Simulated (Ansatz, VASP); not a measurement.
# HfO2 in VASP and in Ansatz

The input INCAR:

```
  PREC = Accurate
  ENCUT = 520
  EDIFF = 1E-7
  ISMEAR = 0
  SIGMA = 0.01
  LREAL = F
  LASPH = T
  NELM = 80
  ALGO = Normal
  ISIF = 2
  LWAVE = F
  LCHARG = F
  GGA = PS
  IBRION = 2
  NSW = 100
  EDIFFG = -0.004
```

KPOINTS

```
regular mesh
0
Gamma
  4 4 4
```

POSCAR

```
HfO2
1.0
    5.1030693465      0.0119005220      0.0119005220
    0.0119005220      5.1030693465      0.0119005220
    0.0119005220      0.0119005220      5.1030693465
Hf O
4 8
Direct
    0.9999575415      0.9999575415      0.9999575415
    0.0006980717      0.5241445300      0.5148463664
    0.5148463664      0.0006980717      0.5241445300
    0.5241445300      0.5148463664      0.0006980717
    0.3058111040      0.3058111040      0.3058111040
    0.2305878227      0.2090216287      0.8395322775
    0.2090216287      0.8395322775      0.2305878227
    0.3391052526      0.7422430617      0.7738686117
    0.8395322775      0.2305878227      0.2090216287
    0.7738686117      0.3391052526      0.7422430617
    0.7422430617      0.7738686117      0.3391052526
    0.7625821331      0.7625821331      0.7625821331
```

Input for Ansatz:

```yaml
crystal:
  lattice:
    - [5.1030693465, 0.011900522, 0.011900522]
    - [0.011900522, 5.1030693465, 0.011900522]
    - [0.011900522, 0.011900522, 5.1030693465]
  atoms:
    - { symbol: Hf, position: [0.9999575415, 0.9999575415, 0.9999575415] }
    - { symbol: Hf, position: [0.0006980717, 0.52414453, 0.5148463664] }
    - { symbol: Hf, position: [0.5148463664, 0.0006980717, 0.52414453] }
    - { symbol: Hf, position: [0.52414453, 0.5148463664, 0.0006980717] }
    - { symbol: O, position: [0.305811104, 0.305811104, 0.305811104] }
    - { symbol: O, position: [0.2305878227, 0.2090216287, 0.8395322775] }
    - { symbol: O, position: [0.2090216287, 0.8395322775, 0.2305878227] }
    - { symbol: O, position: [0.3391052526, 0.7422430617, 0.7738686117] }
    - { symbol: O, position: [0.8395322775, 0.2305878227, 0.2090216287] }
    - { symbol: O, position: [0.7738686117, 0.3391052526, 0.7422430617] }
    - { symbol: O, position: [0.7422430617, 0.7738686117, 0.3391052526] }
    - { symbol: O, position: [0.7625821331, 0.7625821331, 0.7625821331] }
scf:
  occupations: { method: fixed }
output:
  forces: true
  stress: true
  eigenvalues: true
  polarization: {}
  write_density: true
  write_potential: true
  elf: true
  volumetric_format: npy
hamiltonian:
  xc: pbesol
basis:
  ecutwfc: 560
kpoints:
  mp_grid: { grid: [4, 4, 4] }
relax:
  f_tol: 0.004
  max_steps: 120
```

Alike in both runs: task relaxation of the atoms; functional PBEsol; k mesh 4 × 4 × 4; no spin polarisation.

|  | VASP | Ansatz |
| --- | --- | --- |
| version | VASP 6.6.1 | Ansatz 0.2.0 |
| potentials or method | VASP PAW PBE potentials, release 64 (Hf_pv, O), cutoff 520 eV | scalar-relativistic, plane waves, PAW |
| occupations | gaussian, width 0.01 eV | fixed |
| valence electrons in the cell | 88 | 152 |

|  | VASP | Ansatz | Ansatz less VASP |
| --- | --- | --- | --- |
| gap on the k mesh at the Fermi level, each at its own relaxed structure (eV) | 4.25 | 4.27 | +0.023 |

VASP's potentials were made for PBE, not for PBEsol. VASP's potentials hold 88 valence electrons a cell and Ansatz's 152, so a difference there can come from the potentials and not from the codes. Ansatz's warnings: stress scf threshold loose.

Neither program's run includes spin-orbit coupling.
